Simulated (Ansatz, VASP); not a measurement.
Al8H in VASP and in Ansatz

The input INCAR:

```
ALGO = Normal
DIPOL = 0.5 0.5 0.289
EDIFF = 1E-6
ENCUT = 520
GGA = PE
IDIPOL = 3
ISIF = 2
ISMEAR = 0
LASPH = T
LCHARG = F
LDIPOL = T
LREAL = Auto
LWAVE = F
NBANDS = 40
NELM = 80
PREC = Accurate
SIGMA = 0.1
```

KPOINTS

```
k-points
0
Gamma
  5 4 1
```

File POSCAR:

```
Al8H
1.0
    5.7135165837      0.0000000000      0.0000000000
    0.0000000000      8.0801326415      0.0000000000
    0.0000000000      0.0000000000     22.2432786975
Al H
16 2
Direct
    0.2500000000      0.2500000000      0.1798296040
    0.2500000000      0.7500000000      0.1798296040
    0.7500000000      0.2500000000      0.1798296040
    0.7500000000      0.7500000000      0.1798296040
    0.0000000000      0.0000000000      0.2440458181
    0.0000000000      0.5000000000      0.2440458181
    0.5000000000      0.0000000000      0.2440458181
    0.5000000000      0.5000000000      0.2440458181
    0.2500000000      0.2500000000      0.3102598702
    0.2500000000      0.7500000000      0.3102598702
    0.7500000000      0.2500000000      0.3102598702
    0.7500000000      0.7500000000      0.3102598702
    0.0000000000      0.0000000000      0.3705963860
    0.0000000000      0.5000000000      0.3705963860
    0.5000000000      0.0000000000      0.3705963860
    0.5000000000      0.5000000000      0.3705963860
    0.2500000000      0.0860175434      0.3908272164
    0.2500000000      0.4139824566      0.3908272164
```

Input for Ansatz:

```yaml
crystal:
  lattice:
    - [5.7135165837, 0.0, 0.0]
    - [0.0, 8.0801326415, 0.0]
    - [0.0, 0.0, 22.2432786975]
  atoms:
    - { symbol: Al, position: [0.25, 0.25, 0.179829604] }
    - { symbol: Al, position: [0.25, 0.75, 0.179829604] }
    - { symbol: Al, position: [0.75, 0.25, 0.179829604] }
    - { symbol: Al, position: [0.75, 0.75, 0.179829604] }
    - { symbol: Al, position: [0.0, 0.0, 0.2440458181] }
    - { symbol: Al, position: [0.0, 0.5, 0.2440458181] }
    - { symbol: Al, position: [0.5, 0.0, 0.2440458181] }
    - { symbol: Al, position: [0.5, 0.5, 0.2440458181] }
    - { symbol: Al, position: [0.25, 0.25, 0.3102598702] }
    - { symbol: Al, position: [0.25, 0.75, 0.3102598702] }
    - { symbol: Al, position: [0.75, 0.25, 0.3102598702] }
    - { symbol: Al, position: [0.75, 0.75, 0.3102598702] }
    - { symbol: Al, position: [0.0, 0.0, 0.370596386] }
    - { symbol: Al, position: [0.0, 0.5, 0.370596386] }
    - { symbol: Al, position: [0.5, 0.0, 0.370596386] }
    - { symbol: Al, position: [0.5, 0.5, 0.370596386] }
    - { symbol: H, position: [0.25, 0.0860175434, 0.3908272164] }
    - { symbol: H, position: [0.25, 0.4139824566, 0.3908272164] }
basis:
  ecutwfc: 420
kpoints:
  mp_grid: { grid: [5, 4, 1] }
hamiltonian:
  xc: pbe
  pseudopotentials: { kind: paw, azcp: { folder: soft_1 } }
scf:
  occupations: { method: gaussian, width: 0.1 }
output:
  forces: true
  eigenvalues: true
efield:
  axis: 3
  dipole_correction: true
  ramp_width: 0.04
```

Alike in both runs: task single point; functional PBE; k mesh 5 × 4 × 1; occupations gaussian, width 0.1 eV; no spin polarisation.

|  | VASP | Ansatz |
| --- | --- | --- |
| version | VASP 6.6.1 | Ansatz 0.2.0 |
| potentials or method | VASP PAW PBE potentials, release 64 (Al, H), cutoff 520 eV | scalar-relativistic, plane waves, PAW |
| valence electrons in the cell | 50 | 50 |

VASP gave:

```
gap on the k mesh at the Fermi level (eV) : none
rms of the force components (eV/Å)        : 0.499
```

What did Ansatz give for the same quantities?

gap on the k mesh at the Fermi level (eV): none; rms of the force components (eV/Å): 0.500.

Atom by atom the forces differ by 0.002 eV/Å (rms over components). A gap of «none» marks a metal or a gap that the smearing closes.
